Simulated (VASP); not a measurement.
# SnS2 (P-3m1) in VASP: single point with PBE0

Aim: the single point of SnS2 with PBE0.

Program: VASP 6.6.1. These are calculated values, not measurements. Logs are shortened: lines on timing, memory, paths and dates and some standing lists are left out, and cuts for length are marked.

## Step 1: The cell of the first run

The structure is trigonal, space group P-3m1 (No. 164). The conventional cell has a = 3.661 Å, b = 3.661 Å, c = 5.962 Å, α = 90.00°, β = 90.00°, γ = 120.00°. Within 3.4 Å of Sn (site symmetry -3m) lie 6 S at 2.57 Å. Within 3.4 Å of S (site symmetry 3m) lie 3 Sn at 2.57 Å.

## Step 2: Single point, PBE0

File POSCAR:

```
SnS2
1.0
    3.6607548066      0.0000000000      0.0000000000
   -1.8303774033      3.1703066595      0.0000000000
    0.0000000000      0.0000000000      5.9617808738
Sn S
1 2
Direct
    0.0000000000      0.0000000000      0.0000000000
    0.3333333333      0.6666666667      0.2455905351
    0.6666666667      0.3333333333      0.7544094649
```

File INCAR.step1:

```
SYSTEM = SnS2
PREC     = Accurate       ! precision mode
ENCUT    = 400            ! plane-wave cutoff, eV
EDIFF    = 1E-5           ! SCF threshold, eV
ISMEAR   = 0              ! smearing method
SIGMA    = 0.01           ! smearing width, eV
LREAL    = .FALSE.        ! projectors in reciprocal space
LASPH    = .TRUE.         ! aspherical terms in the spheres
NELM     = 120            ! most SCF steps
ALGO     = Normal         ! electronic algorithm
ISIF     = 2              ! what is computed and relaxed
LWAVE    = .TRUE.         ! write WAVECAR
LCHARG   = .FALSE.        ! write CHGCAR
GGA      = PE             ! functional
NBANDS   = 20             ! bands
GGA_COMPAT= .FALSE.      
KPAR     = 4
```

File INCAR.step2:

```
SYSTEM = SnS2
PREC     = Accurate       ! precision mode
ENCUT    = 400            ! plane-wave cutoff, eV
EDIFF    = 1E-6           ! SCF threshold, eV
ISMEAR   = 0              ! smearing method
SIGMA    = 0.01           ! smearing width, eV
LREAL    = .FALSE.        ! projectors in reciprocal space
LASPH    = .TRUE.         ! aspherical terms in the spheres
NELM     = 120            ! most SCF steps
ALGO     = Normal         ! electronic algorithm
ISIF     = 2              ! what is computed and relaxed
LWAVE    = .FALSE.        ! write WAVECAR
LCHARG   = .FALSE.        ! write CHGCAR
GGA      = PE             ! functional
LHFCALC  = .TRUE.         ! exact exchange
AEXX     = 0.25           ! exact-exchange fraction
PRECFOCK = Normal       
ISTART   = 1            
NBANDS   = 20             ! bands
GGA_COMPAT= .FALSE.      
KPAR     = 4
```

File KPOINTS:

```
regular mesh
0
G
  6 6 4
  0 0 0
```

Potentials or basis: VASP PAW PBE potentials, release 64 (Sn_d, S).

The run is started by

```console
> cat potpaw_PBE.64/Sn_d/POTCAR potpaw_PBE.64/S/POTCAR > POTCAR
> cp INCAR.step1 INCAR
> mpirun -np 4 vasp_std > vasp.out
> cp INCAR.step2 INCAR
> mpirun -np 4 vasp_std > vasp.out
```

OUTCAR:

```text
SYSTEM = SnS2
   PREC = Accurate
   ENCUT = 400
   EDIFF = 1E-6
   ISMEAR = 0
   LREAL = .FALSE.
   LASPH = .TRUE.
   NELM = 120
   ISIF = 2
   GGA = PE
   LHFCALC = .TRUE.
   AEXX = 0.25
   PRECFOCK = Normal
   ISTART = 1

 ion  position               nearest neighbor table
   1  0.000  0.000  0.000-   2 2.57   3 2.57   2 2.57   3 2.57   3 2.57   2 2.57
   2  0.333  0.667  0.246-   1 2.57   1 2.57   1 2.57
   3  0.667  0.333  0.754-   1 2.57   1 2.57   1 2.57

  LATTYP: Found a hexagonal cell.
 ALAT       =     3.6607548066
 C/A-ratio  =     1.6285660168

  Lattice vectors:

 A1 = (   3.6607548066,   0.0000000000,   0.0000000000)
 A2 = (  -1.8303774033,   3.1703066595,   0.0000000000)
 A3 = (   0.0000000000,   0.0000000000,   5.9617808738)

Analysis of symmetry for initial positions (statically):
=====================================================================
 Subroutine PRICEL returns:
 Original cell was already a primitive cell.

 Routine SETGRP: Setting up the symmetry group for a
 hexagonal supercell.

 Subroutine GETGRP returns: Found 12 space group operations
 (whereof 12 operations were pure point group operations)
 out of a pool of 24 trial point group operations.

The static configuration has the point symmetry D_3d.

Analysis of symmetry for dynamics (positions and initial velocities):
=====================================================================
 Subroutine PRICEL returns:
 Original cell was already a primitive cell.

 Routine SETGRP: Setting up the symmetry group for a
 hexagonal supercell.

 Subroutine GETGRP returns: Found 12 space group operations
 (whereof 12 operations were pure point group operations)
 out of a pool of 24 trial point group operations.

The dynamic configuration has the point symmetry D_3d.

 Subroutine INISYM returns: Found 12 space group operations
 (whereof 12 operations are pure point group operations),
 and found     1 'primitive' translations

----------------------------------------------------------------------------------------

                                     Primitive cell

  volume of cell :      69.1907

  direct lattice vectors                    reciprocal lattice vectors
     3.660754807  0.000000000  0.000000000     0.273167708  0.157713450  0.000000000
    -1.830377403  3.170306660  0.000000000     0.000000000  0.315426899  0.000000000
     0.000000000  0.000000000  5.961780874     0.000000000  0.000000000  0.167735115

  length of vectors
     3.660754807  3.660754807  5.961780874     0.315426899  0.315426899  0.167735115

  position of ions in fractional coordinates (direct lattice)
     0.000000000  0.000000000  0.000000000
     0.333333333  0.666666667  0.245590535
     0.666666667  0.333333333  0.754409465

  ion indices of the primitive-cell ions
   primitive index   ion index
                 1           1
                 2           2
                 3           3

----------------------------------------------------------------------------------------

 KPOINTS: regular mesh

Automatic generation of k-mesh.
 Grid dimensions read from file:
 generate k-points for:    6    6    4

 Generating k-lattice:

  Cartesian coordinates                     Fractional coordinates (reciprocal lattice)
     0.045527951  0.026285575  0.000000000     0.166666667 -0.000000000  0.000000000
     0.000000000  0.052571150  0.000000000     0.000000000  0.166666667  0.000000000
     0.000000000  0.000000000  0.041933779     0.000000000  0.000000000  0.250000000

  Length of vectors
     0.052571150  0.052571150  0.041933779

  Shift w.r.t. Gamma in fractional coordinates (k-lattice)
     0.000000000  0.000000000  0.000000000

 Subroutine IBZKPT returns following result:
 ===========================================

 Found     24 irreducible k-points:

 Following reciprocal coordinates:
            Coordinates               Weight
  0.000000  0.000000  0.000000      1.000000
  0.166667 -0.000000  0.000000      6.000000
  0.333333 -0.000000  0.000000      6.000000
  0.500000  0.000000  0.000000      3.000000
  0.166667  0.166667  0.000000      6.000000
  0.333333  0.166667  0.000000     12.000000
[... 16 lines left out ...]
  0.333333  0.166667  0.500000     12.000000
  0.333333  0.333333  0.500000      2.000000
   k-points           NKPTS =     24   k-points in BZ     NKDIM =    144   number of bands    NBANDS=     20
   number of dos      NEDOS =    301   number of ions     NIONS =      3
   total plane-waves  NPLWV =  23040
   dimension x,y,z NGX =    24 NGY =   24 NGZ =   40
   dimension x,y,z NGXF=    48 NGYF=   48 NGZF=   80
   ions per type =               1   2
   NGX,Y,Z   is equivalent  to a cutoff of  10.90, 10.90, 11.15 a.u.
   NGXF,Y,Z  is equivalent  to a cutoff of  21.80, 21.80, 22.31 a.u.
 SYSTEM =  SnS2
   PREC   = accura    normal or accurate (medium, high low for compatibility)
   ISTART =      1    job   : 0-new  1-cont  2-samecut
   ICHARG =      0    charge: 1-file 2-atom 10-const
   ISPIN  =      1    spin polarized calculation?
   LNONCOLLINEAR =      F non collinear calculations
   LSORBIT =      F    spin-orbit coupling
   LASPH  =      T    aspherical Exc in radial PAW
   ENCUT  =  400.0 eV  29.40 Ry    5.42 a.u.   5.97  5.97  9.72*2*pi/ulx,y,z
   NELM   =    120;   NELMIN=  2; NELMDL=  0     # of ELM steps
   EDIFF  = 0.1E-05   stopping-criterion for ELM
   LREAL  =      F    real-space projection
   EDIFFG = 0.1E-04   stopping-criterion for IOM
   NSW    =      0    number of steps for IOM
   IBRION =     -1    ionic relax: 0-MD 1-quasi-New 2-CG
   NFREE  =      0    steps in history (QN), initial steepest desc. (CG)
   ISIF   =      2    stress and relaxation
   ISYM   =      3    0-nonsym 1-usesym 2-fastsym
   POTIM  = 0.5000    time-step for ionic-motion
   TEBEG  =    0.0;   TEEND  =   0.0 temperature during run
   PSTRESS=    0.0 pullay stress
   NELECT =      26.0000    total number of electrons
   NUPDOWN=      -1.0000    fix difference up-down
   EMIN   =  10.00;   EMAX   =-10.00  energy-range for DOS
   EFERMI =   0.00;   METHOD = LEGACY
   ISMEAR =     0;   SIGMA  =   0.01  broadening in eV -4-tet -1-fermi 0-gaus
   EFERMI_NEDOS =   21; number of points for ismear=-14 and -15
   IALGO  =     38    algorithm
   IMIX   =      1    mixing-type and parameters
     AMIX     =   0.40;   BMIX     =  1.00
     AMIX_MAG =   1.60;   BMIX_MAG =  1.00
  volume/ion in A,a.u.               =      23.06       155.64
  Fermi-wavevector in a.u.,A,eV,Ry     =   1.181363  2.232452 18.988538  1.395618
  Thomas-Fermi vector in A             =   2.317638
   LORBIT       =      0    0 simple, 1 ext, 2 COOP (PROOUT), +10 PAW based schemes
   GGA     = PE    functional components
   LHFCALC =     T    Hartree Fock is set to
   PRECFOCK=normal    Normal, Fast or Accurate (Low or Medium for compatibility)
   ENCUT4O =  -1.0   cutoff for four orbital integrals eV
   NKREDX  =     1    reduce k-point grid by
   NKREDY  =     1    reduce k-point grid by
   NKREDZ  =     1    reduce k-point grid by
   AEXX    =    0.2500 exact exchange contribution
   HFSCREEN=    0.0000 screening length (either q_TF or 0.3 A-1)
   HFSCREENC=   0.0000 screening length for correlation (either q_TF or 0.3 A-1)
   ENCUTFOCK=  -1.0 apply spherical cutoff to Coloumb kernel
   IVDW    =     0    specifies the selected vdW correction
   LEPSILON=     F    determine dielectric tensor
   LRPA    =     F    only Hartree local field effects (RPA)
 non-spin polarized calculation
 Gauss-broadening in eV      SIGMA  =   0.01
  energy-cutoff  :      400.00
  volume of cell :       69.19
 maximum number of plane-waves:      1272
  NGX = 18; NGY = 18; NGZ = 30

 number of electron      26.0000001 magnetization

 Free energy of the ion-electron system (eV)
  ---------------------------------------------------
  ext. energy  EPLUGINS =         0.00000000
  ---------------------------------------------------
  free energy    TOTEN  =       -17.75298507 eV

  energy without entropy =      -17.75298507  energy(sigma->0) =      -17.75298507

 E-fermi :   3.4461     XC(G=0):  -7.5107

 val. band max:        3.3904981319   @ k =   0.0000   0.0000   0.0000
 cond. band min:       6.5017289064   @ k =   0.5000   0.0000   0.2500
 fundamental gap:      3.1112307746
 Fermi energy:         3.4460761164

 k-point     1 :       0.0000    0.0000    0.0000
  band No.  band energies     occupation
      1     -19.4531      2.00000
      2     -19.4531      2.00000
      3     -19.3909      2.00000
      4     -19.3650      2.00000
      5     -19.3650      2.00000
      6     -11.6886      2.00000
[... 12 lines left out ...]
     19      14.9090      0.00000
     20      14.9090      0.00000

 k-point     2 :       0.1667   -0.0000    0.0000
  band No.  band energies     occupation
      1     -19.4736      2.00000
      2     -19.4414      2.00000
      3     -19.3813      2.00000
      4     -19.3705      2.00000
      5     -19.3606      2.00000
      6     -11.3573      2.00000
[... 12 lines left out ...]
     19      14.3931      0.00000
     20      15.2343      0.00000

 k-point     3 :       0.3333   -0.0000    0.0000
  band No.  band energies     occupation
      1     -19.5183      2.00000
      2     -19.4280      2.00000
      3     -19.3924      2.00000
      4     -19.3474      2.00000
      5     -19.3412      2.00000
      6     -10.4573      2.00000
[... 12 lines left out ...]
     19      14.7544      0.00000
     20      15.7075      0.00000

 k-point     4 :       0.5000    0.0000    0.0000
  band No.  band energies     occupation
      1     -19.5412      2.00000
      2     -19.4258      2.00000
      3     -19.3997      2.00000
      4     -19.3335      2.00000
      5     -19.3267      2.00000
      6      -9.6496      2.00000
[... 429 lines left out ...]
 k-point    23 :       0.3333    0.1667    0.5000
  band No.  band energies     occupation
      1     -19.5194      2.00000
      2     -19.4440      2.00000
      3     -19.3861      2.00000
      4     -19.3477      2.00000
      5     -19.3310      2.00000
      6      -9.6399      2.00000
[... 12 lines left out ...]
     19      14.6443      0.00000
     20      15.6357      0.00000

 k-point    24 :       0.3333    0.3333    0.5000
  band No.  band energies     occupation
      1     -19.4849      2.00000
      2     -19.4849      2.00000
      3     -19.3599      2.00000
      4     -19.3599      2.00000
      5     -19.3396      2.00000
      6      -9.0331      2.00000
[... 12 lines left out ...]
     19      14.9455      0.00000
     20      15.0176      0.00000

------------------------ aborting loop because EDIFF is reached ----------------------------------------

  FORCE on cell =-STRESS in cart. coord.  units (eV):
  Direction    XX          YY          ZZ          XY          YZ          ZX
  --------------------------------------------------------------------------------------
  -------------------------------------------------------------------------------------
  Total       -0.2105922     -0.2105922     -0.1859536     -0.0000000     -0.0000000      0.0000000
  in kB       -4.8764640     -4.8764640     -4.3059318     -0.0000000     -0.0000000      0.0000000
  external PRESSURE =      -4.6862866 kB  Pullay stress =       0.0000000 kB

 VOLUME and BASIS-vectors are now :
 -----------------------------------------------------------------------------
  energy-cutoff  :      400.00
  volume of cell :       69.19
      direct lattice vectors                 reciprocal lattice vectors
     3.660754807  0.000000000  0.000000000     0.273167708  0.157713450  0.000000000
    -1.830377403  3.170306660  0.000000000     0.000000000  0.315426899  0.000000000
     0.000000000  0.000000000  5.961780874     0.000000000  0.000000000  0.167735115

 POSITION                                       TOTAL-FORCE (eV/Angst)
 -----------------------------------------------------------------------------------
      0.00000      0.00000      0.00000         0.000000      0.000000      0.000000
     -0.00000      2.11354      1.46416        -0.000000     -0.000000     -0.290298
      1.83038      1.05677      4.49762         0.000000      0.000000      0.290298
 -----------------------------------------------------------------------------------
    total drift:                                0.000000     -0.000000     -0.000000

  FREE ENERGIE OF THE ION-ELECTRON SYSTEM (eV)
  ---------------------------------------------------
  free  energy   TOTEN  =       -17.7529850719 eV

  energy  without entropy=      -17.7529850719  energy(sigma->0) =      -17.75298507
```

It took 17 min on 4 MPI ranks of Intel Xeon Platinum 8259CL at 2.50GHz (Skylake/Cascade Lake), shared host; peak memory 0.18 GiB.

Results:

| Item | Value |
| --- | --- |
| Free energy | -17.7530 eV |
| Pressure | -0.5 GPa |
| Largest force | 0.290 eV/Å |
| Band gap on the k mesh | 3.11 eV (least direct gap 3.48 eV) |

Forces on the atoms (eV/Å):
```
Sn   0.000  0.000  0.000
S    0.000  0.000 -0.290
S    0.000  0.000  0.290
```

Caveat: the PAW data sets were made with another functional, which shifts forces and pressure a little; spin-orbit coupling is left out, which moves the levels of the heavy elements; this functional lacks dispersion, which binds layers or chains, so the pressure and a relaxed spacing across them are unreliable. A k mesh can miss the band edges.
